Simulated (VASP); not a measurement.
# RbBr (P6_3/mmc) in VASP: electric field gradients with PBE

Aim: the electric field gradients of RbBr with PBE.

Everything below comes from runs of VASP 6.6.1. Logs are shortened: lines on timing, memory, paths and dates and some standing lists are left out, and cuts for length are marked.

**1. The cell of the first run**

It takes space group P6_3/mmc (No. 194, hexagonal). The conventional cell has a = 5.942 Å, b = 5.942 Å, c = 6.957 Å, α = 90.00°, β = 90.00°, γ = 120.00°. Rb (site symmetry -6m2) has 5 Br at 3.43 to 3.48 Å within 4.5 Å. Br (site symmetry -6m2) has 5 Rb at 3.43 to 3.48 Å within 4.5 Å.

**2. Electric field gradients, PBE**

File INCAR:

```
ALGO = Normal
EDIFF = 1E-8
ENCUT = 520
GGA = PE
ISIF = 2
ISMEAR = -1
LASPH = T
LCHARG = F
LEFG = T
LREAL = F
LWAVE = F
NBANDS = 24
NELM = 80
PREC = Accurate
SIGMA = 0.05
```

File KPOINTS:

```
k-points
0
Gamma
  10 10 6
```

File POSCAR:

```
RbBr
1.0
    5.9420834490      0.0000000000      0.0000000000
   -2.9710417246      5.1459952183      0.0000000000
    0.0000000000      0.0000000000      6.9565076358
Rb Br
2 2
Direct
    0.3333333333      0.6666666667     -0.0619962559
    0.6666666667      0.3333333333      0.4380037441
    0.3333333333      0.6666666667      0.4379962559
    0.6666666667      0.3333333333      0.9379962559
```

Potentials or basis: VASP PAW PBE potentials, release 64 (Rb_sv, Br).

Launch:

```bash
> cat potpaw_PBE.64/Rb_sv/POTCAR potpaw_PBE.64/Br/POTCAR > POTCAR
> mpirun -np 1 vasp_std > vasp.out
```

OUTCAR:

```text
EDIFF = 1E-8
   ENCUT = 520
   GGA = PE
   ISIF = 2
   ISMEAR = -1
   LASPH = T
   LREAL = F
   NELM = 80
   PREC = Accurate

 ion  position               nearest neighbor table
   1  0.333  0.667  0.938-   4 3.43   4 3.43   4 3.43   3 3.48   3 3.48   2 4.89   2 4.89   2 4.89
                             2 4.89   2 4.89   2 4.89
   2  0.667  0.333  0.438-   3 3.43   3 3.43   3 3.43   4 3.48   4 3.48   1 4.89   1 4.89   1 4.89
                             1 4.89   1 4.89   1 4.89
   3  0.333  0.667  0.438-   2 3.43   2 3.43   2 3.43   1 3.48   1 3.48
   4  0.667  0.333  0.938-   1 3.43   1 3.43   1 3.43   2 3.48   2 3.48

  LATTYP: Found a hexagonal cell.
 ALAT       =     5.9420834490
 C/A-ratio  =     1.1707186032

  Lattice vectors:

 A1 = (   5.9420834490,   0.0000000000,   0.0000000000)
 A2 = (  -2.9710417246,   5.1459952183,   0.0000000000)
 A3 = (   0.0000000000,   0.0000000000,   6.9565076358)

Analysis of symmetry for initial positions (statically):
=====================================================================
 Subroutine PRICEL returns:
 Original cell was already a primitive cell.

 Routine SETGRP: Setting up the symmetry group for a
 hexagonal supercell.

 Subroutine GETGRP returns: Found 12 space group operations
 (whereof  6 operations were pure point group operations)
 out of a pool of 24 trial point group operations.

The static configuration has the point symmetry C_3v.
 The point group associated with its full space group is C_6v.

Analysis of symmetry for dynamics (positions and initial velocities):
=====================================================================
 Subroutine PRICEL returns:
 Original cell was already a primitive cell.

 Routine SETGRP: Setting up the symmetry group for a
 hexagonal supercell.

 Subroutine GETGRP returns: Found 12 space group operations
 (whereof  6 operations were pure point group operations)
 out of a pool of 24 trial point group operations.

The dynamic configuration has the point symmetry C_3v.
 The point group associated with its full space group is C_6v.

 Subroutine INISYM returns: Found 12 space group operations
 (whereof  6 operations are pure point group operations),
 and found     1 'primitive' translations

----------------------------------------------------------------------------------------

                                     Primitive cell

  volume of cell :     212.7156

  direct lattice vectors                    reciprocal lattice vectors
     5.942083449  0.000000000  0.000000000     0.168291140  0.097162935  0.000000000
    -2.971041725  5.145995218  0.000000000     0.000000000  0.194325870  0.000000000
     0.000000000  0.000000000  6.956507636     0.000000000  0.000000000  0.143750291

  length of vectors
     5.942083449  5.942083449  6.956507636     0.194325870  0.194325870  0.143750291

  position of ions in fractional coordinates (direct lattice)
     0.333333333  0.666666667  0.938003744
     0.666666667  0.333333333  0.438003744
     0.333333333  0.666666667  0.437996256
     0.666666667  0.333333333  0.937996256

  ion indices of the primitive-cell ions
   primitive index   ion index
                 1           1
                 2           2
                 3           3
                 4           4

----------------------------------------------------------------------------------------

 KPOINTS: k-points

Automatic generation of k-mesh.
 Grid dimensions read from file:
 generate k-points for:   10   10    6

 Generating k-lattice:

  Cartesian coordinates                     Fractional coordinates (reciprocal lattice)
     0.016829114  0.009716294  0.000000000     0.100000000  0.000000000  0.000000000
     0.000000000  0.019432587  0.000000000     0.000000000  0.100000000  0.000000000
     0.000000000  0.000000000  0.023958382     0.000000000  0.000000000  0.166666667

  Length of vectors
[... 44 lines left out ...]
   NGXF,Y,Z  is equivalent  to a cutoff of  26.86, 26.86, 25.81 a.u.
 SYSTEM =  unknown system
   PREC   = accura    normal or accurate (medium, high low for compatibility)
   ISTART =      0    job   : 0-new  1-cont  2-samecut
   ICHARG =      2    charge: 1-file 2-atom 10-const
   ISPIN  =      1    spin polarized calculation?
   LNONCOLLINEAR =      F non collinear calculations
   LSORBIT =      F    spin-orbit coupling
   LASPH  =      T    aspherical Exc in radial PAW
   ENCUT  =  520.0 eV  38.22 Ry    6.18 a.u.  11.05 11.05 12.93*2*pi/ulx,y,z
   NELM   =     80;   NELMIN=  2; NELMDL= -5     # of ELM steps
   EDIFF  = 0.1E-07   stopping-criterion for ELM
   LREAL  =      F    real-space projection
   EDIFFG = 0.1E-06   stopping-criterion for IOM
   NSW    =      0    number of steps for IOM
   IBRION =     -1    ionic relax: 0-MD 1-quasi-New 2-CG
   NFREE  =      0    steps in history (QN), initial steepest desc. (CG)
   ISIF   =      2    stress and relaxation
   ISYM   =      2    0-nonsym 1-usesym 2-fastsym
   POTIM  = 0.5000    time-step for ionic-motion
   TEBEG  =    0.0;   TEEND  =   0.0 temperature during run
   PSTRESS=    0.0 pullay stress
   NELECT =      32.0000    total number of electrons
   NUPDOWN=      -1.0000    fix difference up-down
   EMIN   =  10.00;   EMAX   =-10.00  energy-range for DOS
   EFERMI =   0.00;   METHOD = LEGACY
   ISMEAR =    -1;   SIGMA  =   0.05  broadening in eV -4-tet -1-fermi 0-gaus
   EFERMI_NEDOS =   21; number of points for ismear=-14 and -15
   IALGO  =     38    algorithm
   IMIX   =      4    mixing-type and parameters
     AMIX     =   0.40;   BMIX     =  1.00
     AMIX_MAG =   1.60;   BMIX_MAG =  1.00
  volume/ion in A,a.u.               =      53.18       358.87
  Fermi-wavevector in a.u.,A,eV,Ry     =   0.870680  1.645346 10.314344  0.758083
  Thomas-Fermi vector in A             =   1.989679
   LORBIT       =      0    0 simple, 1 ext, 2 COOP (PROOUT), +10 PAW based schemes
   GGA     = PE    functional components
   LHFCALC =     F    Hartree Fock is set to
   AEXX    =    0.0000 exact exchange contribution
   IVDW    =     0    specifies the selected vdW correction
   LEPSILON=     F    determine dielectric tensor
   LRPA    =     F    only Hartree local field effects (RPA)
 non-spin polarized calculation
  energy-cutoff  :      520.00
  volume of cell :      212.72
 maximum number of plane-waves:      5748
 NGX is ok and might be reduce to    48
   NGX = 23   NGY = 23   NGZ = 25

 number of electron      31.9999999 magnetization

 Free energy of the ion-electron system (eV)
  ---------------------------------------------------
  ext. energy  EPLUGINS =         0.00000000
  ---------------------------------------------------
  free energy    TOTEN  =       -12.06803790 eV

  energy without entropy =      -12.06803790  energy(sigma->0) =      -12.06803790

 E-fermi :  -1.5062     XC(G=0):  -6.0373

 val. band max:       -2.6804975799   @ k =   0.0000   0.0000   0.0000
 cond. band min:       1.3403384127   @ k =   0.0000   0.0000   0.0000
 fundamental gap:      4.0208359926
 Fermi energy:        -1.5062436576

 k-point     1 :       0.0000    0.0000    0.0000
  band No.  band energies     occupation
      1     -27.3650      2.00000
      2     -27.3573      2.00000
      3     -14.7691      2.00000
      4     -14.7302      2.00000
      5     -11.5504      2.00000
      6     -11.5122      2.00000
[... 637 lines left out ...]
     23       5.4521      0.00000
     24       5.5376      0.00000

 [... further k-points ...]

------------------------ aborting loop because EDIFF is reached ----------------------------------------

  FORCE on cell =-STRESS in cart. coord.  units (eV):
  Direction    XX          YY          ZZ          XY          YZ          ZX
  --------------------------------------------------------------------------------------
  -------------------------------------------------------------------------------------
  Total        0.0145737      0.0145737      0.0032461     -0.0000000      0.0000000      0.0000000
  in kB        0.1097695      0.1097695      0.0244500     -0.0000000      0.0000000      0.0000000
  external PRESSURE =       0.0813297 kB  Pullay stress =       0.0000000 kB

 VOLUME and BASIS-vectors are now :
 -----------------------------------------------------------------------------
  energy-cutoff  :      520.00
  volume of cell :      212.72
      direct lattice vectors                 reciprocal lattice vectors
     5.942083449  0.000000000  0.000000000     0.168291140  0.097162935  0.000000000
    -2.971041725  5.145995218  0.000000000     0.000000000  0.194325870  0.000000000
     0.000000000  0.000000000  6.956507636     0.000000000  0.000000000  0.143750291

 POSITION                                       TOTAL-FORCE (eV/Angst)
 -----------------------------------------------------------------------------------
     -0.00000      3.43066      6.52523         0.000000     -0.000000      0.000085
      2.97104      1.71533      3.04698        -0.000000      0.000000      0.000085
     -0.00000      3.43066      3.04692        -0.000000      0.000000     -0.000085
      2.97104      1.71533      6.52518         0.000000     -0.000000     -0.000085
 -----------------------------------------------------------------------------------
    total drift:                               -0.000000      0.000000     -0.000524

  FREE ENERGIE OF THE ION-ELECTRON SYSTEM (eV)
  ---------------------------------------------------
  free  energy   TOTEN  =       -12.0680378978 eV

  energy  without entropy=      -12.0680378978  energy(sigma->0) =      -12.06803790

 Electric field gradients (V/A^2)
---------------------------------------------------------------------
 ion       V_xx      V_yy      V_zz      V_xy      V_xz      V_yz
---------------------------------------------------------------------
   1       4.184     4.184    -8.367    -0.000     0.000    -0.000
   2       4.184     4.184    -8.367    -0.000    -0.000     0.000
   3      -1.469    -1.468     2.938     0.001     0.000    -0.000
   4      -1.469    -1.468     2.938     0.001    -0.000     0.000
---------------------------------------------------------------------

 Electric field gradients after diagonalization (V/A^2)
 (convention: |V_zz| > |V_xx| > |V_yy|)
----------------------------------------------------------------------
 ion       V_xx      V_yy      V_zz     asymmetry (V_yy - V_xx)/ V_zz
----------------------------------------------------------------------
   1       4.184     4.184    -8.367       0.000
   2       4.184     4.184    -8.367       0.000
   3      -1.470    -1.468     2.938       0.001
   4      -1.470    -1.468     2.938       0.001
----------------------------------------------------------------------

           NMR quadrupolar parameters

 Cq : quadrupolar parameter    Cq=e*Q*V_zz/h
 eta: asymmetry parameters     (V_yy - V_xx)/ V_zz
 Q  : nuclear electric quadrupole moment in mb (millibarn)
----------------------------------------------------------------------
 ion       Cq(MHz)       eta       Q (mb)
----------------------------------------------------------------------
   1      -0.020       0.000       1.000
   2      -0.020       0.000       1.000
   3       0.007       0.001       1.000
   4       0.007       0.001       1.000
----------------------------------------------------------------------
```

Run time: 4.2 min. Hardware: 1 thread of Intel Xeon Platinum 8559C (Emerald Rapids), shared host; peak memory 0.5 GiB.

What came out:

```yaml
Free_energy: -12.0680 eV
Pressure: 0.0 GPa
Band_gap_on_the_k_mesh: 4.02 eV
Largest_electric_field_gradient_by_atom: Rb -8.4; Br +2.9 V/Å²
```

Electric field gradients, principal values (V/Å²):
| atom | least | middle | greatest (by size) |
| --- | --- | --- | --- |
| 1 Rb | 4.184 | 4.184 | -8.367 |
| 2 Rb | 4.184 | 4.184 | -8.367 |
| 3 Br | -1.468 | -1.470 | 2.938 |
| 4 Br | -1.468 | -1.470 | 2.938 |

Caveat: without QUAD_EFG the Cq values of the log hold for a quadrupole moment of 1 mb, not for the nuclei. A k mesh can miss the band edges.
